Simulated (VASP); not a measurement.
# SiC (m.bA) (F-43m) in VASP: single point with PBE

Aim: the single point of SiC (m.bA) with PBE.

Program: VASP 6.6.1. These are calculated values, not measurements. Logs are shortened: lines on timing, memory, paths and dates and some standing lists are left out, and cuts for length are marked.

### 1 The cell of the first run

Symmetry: F-43m, No. 216, cubic system. Conventional cell: a = 4.380 Å, b = 4.380 Å, c = 4.380 Å, α = 90.00°, β = 90.00°, γ = 90.00°. Within 2.5 Å of Si (site symmetry -43m) lie 4 C at 1.90 Å. Within 2.5 Å of C (site symmetry -43m) lie 4 Si at 1.90 Å.

### 2 Single point, PBE

INCAR

```
PREC = Accurate
ENCUT = 600
EDIFF = 1E-6
ISMEAR = 0
SIGMA = 0.02
LREAL = F
LASPH = T
NELM = 120
ALGO = Normal
ISIF = 2
LWAVE = F
LCHARG = F
GGA = PE
NBANDS = 11
GGA_COMPAT = F
```

KPOINTS

```
Automatic mesh
0
Gamma
  10 10 10
```

POSCAR

```
SiC
1.0
    0.0000000000      2.1898586773      2.1898586773
    2.1898586773      0.0000000000      2.1898586773
    2.1898586773      2.1898586773      0.0000000000
Si C
1 1
Direct
    0.0000000000      0.0000000000      0.0000000000
    0.2500000000      0.2500000000      0.2500000000
```

Potentials or basis: VASP PAW PBE potentials, release 64 (Si, C).

Started as:

```console
$ cat potpaw_PBE.64/Si/POTCAR potpaw_PBE.64/C/POTCAR > POTCAR
$ mpirun -np 1 vasp_std > vasp.out
```

OUTCAR:

```text
PREC = Accurate
   ENCUT = 600
   EDIFF = 1E-6
   ISMEAR = 0
   LREAL = F
   LASPH = T
   NELM = 120
   ISIF = 2
   GGA = PE

 ion  position               nearest neighbor table
   1  0.000  0.000  0.000-   2 1.90   2 1.90   2 1.90   2 1.90
   2  0.250  0.250  0.250-   1 1.90   1 1.90   1 1.90   1 1.90

  LATTYP: Found a face centered cubic cell.
 ALAT       =     4.3797173546

  Lattice vectors:

 A1 = (   0.0000000000,   2.1898586773,   2.1898586773)
 A2 = (   2.1898586773,   0.0000000000,   2.1898586773)
 A3 = (   2.1898586773,   2.1898586773,   0.0000000000)

Analysis of symmetry for initial positions (statically):
=====================================================================
 Subroutine PRICEL returns:
 Original cell was already a primitive cell.

 Routine SETGRP: Setting up the symmetry group for a
 face centered cubic supercell.

 Subroutine GETGRP returns: Found 24 space group operations
 (whereof 24 operations were pure point group operations)
 out of a pool of 48 trial point group operations.

The static configuration has the point symmetry T_d .

Analysis of symmetry for dynamics (positions and initial velocities):
=====================================================================
 Subroutine PRICEL returns:
 Original cell was already a primitive cell.

 Routine SETGRP: Setting up the symmetry group for a
 face centered cubic supercell.

 Subroutine GETGRP returns: Found 24 space group operations
 (whereof 24 operations were pure point group operations)
 out of a pool of 48 trial point group operations.

The dynamic configuration has the point symmetry T_d .

 Subroutine INISYM returns: Found 24 space group operations
 (whereof 24 operations are pure point group operations),
 and found     1 'primitive' translations

----------------------------------------------------------------------------------------

                                     Primitive cell

  volume of cell :      21.0029

  direct lattice vectors                    reciprocal lattice vectors
     0.000000000  2.189858677  2.189858677    -0.228325236  0.228325236  0.228325236
     2.189858677  0.000000000  2.189858677     0.228325236 -0.228325236  0.228325236
     2.189858677  2.189858677  0.000000000     0.228325236  0.228325236 -0.228325236

  length of vectors
     3.096927841  3.096927841  3.096927841     0.395470910  0.395470910  0.395470910

  position of ions in fractional coordinates (direct lattice)
     0.000000000  0.000000000  0.000000000
     0.250000000  0.250000000  0.250000000

  ion indices of the primitive-cell ions
   primitive index   ion index
                 1           1
                 2           2

----------------------------------------------------------------------------------------

 KPOINTS: Automatic mesh

Automatic generation of k-mesh.
 Grid dimensions read from file:
 generate k-points for:   10   10   10

 Generating k-lattice:

  Cartesian coordinates                     Fractional coordinates (reciprocal lattice)
    -0.022832524  0.022832524  0.022832524     0.100000000  0.000000000  0.000000000
     0.022832524 -0.022832524  0.022832524     0.000000000  0.100000000  0.000000000
     0.022832524  0.022832524 -0.022832524     0.000000000  0.000000000  0.100000000

  Length of vectors
     0.039547091  0.039547091  0.039547091

  Shift w.r.t. Gamma in fractional coordinates (k-lattice)
     0.000000000  0.000000000  0.000000000

 Subroutine IBZKPT returns following result:
 ===========================================

 Found     47 irreducible k-points:

 Following reciprocal coordinates:
            Coordinates               Weight
  0.000000  0.000000  0.000000      1.000000
  0.100000  0.000000  0.000000      8.000000
  0.200000  0.000000  0.000000      8.000000
  0.300000  0.000000  0.000000      8.000000
  0.400000  0.000000  0.000000      8.000000
  0.500000  0.000000  0.000000      4.000000
[... 16 lines left out ...]
  0.300000  0.300000  0.000000      6.000000
  0.400000  0.300000  0.000000     24.000000
 [... further k-points ...]
   k-points           NKPTS =     47   k-points in BZ     NKDIM =     47   number of bands    NBANDS=     11
   number of dos      NEDOS =    301   number of ions     NIONS =      2
   total plane-waves  NPLWV =  21952
   dimension x,y,z NGX =    28 NGY =   28 NGZ =   28
   dimension x,y,z NGXF=    56 NGYF=   56 NGZF=   56
   ions per type =               1   1
   NGX,Y,Z   is equivalent  to a cutoff of  15.03, 15.03, 15.03 a.u.
   NGXF,Y,Z  is equivalent  to a cutoff of  30.06, 30.06, 30.06 a.u.
 SYSTEM =  unknown system
   PREC   = accura    normal or accurate (medium, high low for compatibility)
   ISTART =      0    job   : 0-new  1-cont  2-samecut
   ICHARG =      2    charge: 1-file 2-atom 10-const
   ISPIN  =      1    spin polarized calculation?
   LNONCOLLINEAR =      F non collinear calculations
   LSORBIT =      F    spin-orbit coupling
   LASPH  =      T    aspherical Exc in radial PAW
   ENCUT  =  600.0 eV  44.10 Ry    6.64 a.u.   6.19  6.19  6.19*2*pi/ulx,y,z
   NELM   =    120;   NELMIN=  2; NELMDL= -5     # of ELM steps
   EDIFF  = 0.1E-05   stopping-criterion for ELM
   LREAL  =      F    real-space projection
   EDIFFG = 0.1E-04   stopping-criterion for IOM
   NSW    =      0    number of steps for IOM
   IBRION =     -1    ionic relax: 0-MD 1-quasi-New 2-CG
   NFREE  =      0    steps in history (QN), initial steepest desc. (CG)
   ISIF   =      2    stress and relaxation
   ISYM   =      2    0-nonsym 1-usesym 2-fastsym
   POTIM  = 0.5000    time-step for ionic-motion
   TEBEG  =    0.0;   TEEND  =   0.0 temperature during run
   PSTRESS=    0.0 pullay stress
   NELECT =       8.0000    total number of electrons
   NUPDOWN=      -1.0000    fix difference up-down
   EMIN   =  10.00;   EMAX   =-10.00  energy-range for DOS
   EFERMI =   0.00;   METHOD = LEGACY
   ISMEAR =     0;   SIGMA  =   0.02  broadening in eV -4-tet -1-fermi 0-gaus
   EFERMI_NEDOS =   21; number of points for ismear=-14 and -15
   IALGO  =     38    algorithm
   IMIX   =      4    mixing-type and parameters
     AMIX     =   0.40;   BMIX     =  1.00
     AMIX_MAG =   1.60;   BMIX_MAG =  1.00
  volume/ion in A,a.u.               =      10.50        70.87
  Fermi-wavevector in a.u.,A,eV,Ry     =   1.186712  2.242561 19.160892  1.408286
  Thomas-Fermi vector in A             =   2.322879
   LORBIT       =      0    0 simple, 1 ext, 2 COOP (PROOUT), +10 PAW based schemes
   GGA     = PE    functional components
   LHFCALC =     F    Hartree Fock is set to
   AEXX    =    0.0000 exact exchange contribution
   IVDW    =     0    specifies the selected vdW correction
   LEPSILON=     F    determine dielectric tensor
   LRPA    =     F    only Hartree local field effects (RPA)
 non-spin polarized calculation
 Gauss-broadening in eV      SIGMA  =   0.02
  energy-cutoff  :      600.00
  volume of cell :       21.00
 maximum number of plane-waves:       725
 NGX is ok and might be reduce to    28
   NGX = 13   NGY = 13   NGZ = 13

 number of electron       8.0000000 magnetization

 Free energy of the ion-electron system (eV)
  ---------------------------------------------------
  ext. energy  EPLUGINS =         0.00000000
  ---------------------------------------------------
  free energy    TOTEN  =       -15.06218825 eV

  energy without entropy =      -15.06218825  energy(sigma->0) =      -15.06218825

 E-fermi :   8.0346     XC(G=0): -11.2912

 val. band max:        7.9397603022   @ k =   0.0000   0.0000   0.0000
 cond. band min:       9.3107927297   @ k =   0.5000   0.5000   0.0000
 fundamental gap:      1.3710324275
 Fermi energy:         8.0346104426

 k-point     1 :       0.0000    0.0000    0.0000
  band No.  band energies     occupation
      1      -7.3468      2.00000
      2       7.9398      2.00000
      3       7.9398      2.00000
      4       7.9398      2.00000
      5      13.9986      0.00000
      6      15.1449      0.00000
      7      15.1449      0.00000
      8      15.1449      0.00000
      9      22.3603      0.00000
     10      22.3603      0.00000
     11      24.1904      0.00000

 k-point     2 :       0.1000    0.0000    0.0000
  band No.  band energies     occupation
      1      -7.1537      2.00000
      2       6.9332      2.00000
      3       7.8065      2.00000
      4       7.8065      2.00000
      5      14.2816      0.00000
      6      15.3860      0.00000
      7      15.3860      0.00000
      8      15.3998      0.00000
      9      21.4264      0.00000
     10      21.4264      0.00000
     11      24.0911      0.00000

 k-point     3 :       0.2000    0.0000    0.0000
  band No.  band energies     occupation
      1      -6.5833      2.00000
      2       4.8280      2.00000
      3       7.5008      2.00000
      4       7.5008      2.00000
      5      14.0118      0.00000
      6      15.7485      0.00000
      7      15.7485      0.00000
      8      16.5845      0.00000
      9      20.7663      0.00000
     10      20.7663      0.00000
     11      23.2149      0.00000

 k-point     4 :       0.3000    0.0000    0.0000
  band No.  band energies     occupation
      1      -5.6715      2.00000
      2       2.5379      2.00000
      3       7.1859      2.00000
      4       7.1859      2.00000
      5      13.6035      0.00000
      6      15.6305      0.00000
      7      15.6305      0.00000
      8      17.5762      0.00000
      9      21.5625      0.00000
     10      21.5625      0.00000
     11      22.9278      0.00000
[... 239 lines left out ...]
 k-point    22 :      -0.2000    0.2000    0.0000
  band No.  band energies     occupation
      1      -5.3654      2.00000
      2       3.1626      2.00000
      3       4.7520      2.00000
      4       7.2927      2.00000
      5      14.4258      0.00000
      6      15.8201      0.00000
      7      16.2214      0.00000
      8      16.9763      0.00000
      9      19.4076      0.00000
     10      23.2144      0.00000
     11      26.9255      0.00000

 k-point    23 :       0.3000    0.3000    0.0000
  band No.  band energies     occupation
      1      -5.1021      2.00000
      2       3.5859      2.00000
      3       5.5989      2.00000
      4       5.5989      2.00000
      5      11.0843      0.00000
      6      13.4960      0.00000
      7      19.3283      0.00000
      8      19.3283      0.00000
      9      20.1792      0.00000
     10      24.9168      0.00000
     11      29.4719      0.00000

 k-point    24 :       0.4000    0.3000    0.0000
  band No.  band energies     occupation
      1      -4.2452      2.00000
      2       2.3764      2.00000
      3       4.8186      2.00000
      4       5.3388      2.00000
      5      10.7986      0.00000
      6      13.5029      0.00000
      7      19.4023      0.00000
      8      19.7310      0.00000
      9      21.5332      0.00000
     10      25.8803      0.00000
     11      28.9673      0.00000

 [... further k-points ...]
[... 5 lines left out ...]
  --------------------------------------------------------------------------------------
  -------------------------------------------------------------------------------------
  Total       -0.0237597     -0.0237597     -0.0237597      0.0000000      0.0000000     -0.0000000
  in kB       -1.8124791     -1.8124791     -1.8124791      0.0000000      0.0000000     -0.0000000
  external PRESSURE =      -1.8124791 kB  Pullay stress =       0.0000000 kB

 VOLUME and BASIS-vectors are now :
 -----------------------------------------------------------------------------
  energy-cutoff  :      600.00
  volume of cell :       21.00
      direct lattice vectors                 reciprocal lattice vectors
     0.000000000  2.189858677  2.189858677    -0.228325236  0.228325236  0.228325236
     2.189858677  0.000000000  2.189858677     0.228325236 -0.228325236  0.228325236
     2.189858677  2.189858677  0.000000000     0.228325236  0.228325236 -0.228325236

 POSITION                                       TOTAL-FORCE (eV/Angst)
 -----------------------------------------------------------------------------------
      0.00000      0.00000      0.00000        -0.000000     -0.000000     -0.000000
      1.09493      1.09493      1.09493         0.000000      0.000000      0.000000
 -----------------------------------------------------------------------------------
    total drift:                               -0.000000     -0.000000     -0.000000

  FREE ENERGIE OF THE ION-ELECTRON SYSTEM (eV)
  ---------------------------------------------------
  free  energy   TOTEN  =       -15.0621882539 eV

  energy  without entropy=      -15.0621882539  energy(sigma->0) =      -15.06218825
```

Wall time 21 s (1 thread of AMD EPYC 7R43 (Zen 3), shared host); peak memory 0.12 GiB.

Results:

* Free energy: -15.0622 eV
* Pressure: -0.2 GPa
* Band gap on the k mesh: 1.37 eV, indirect (least direct gap 4.53 eV)

A k mesh can miss the band edges. A hybrid or GW would open this gap; PBE tends to underestimate it.
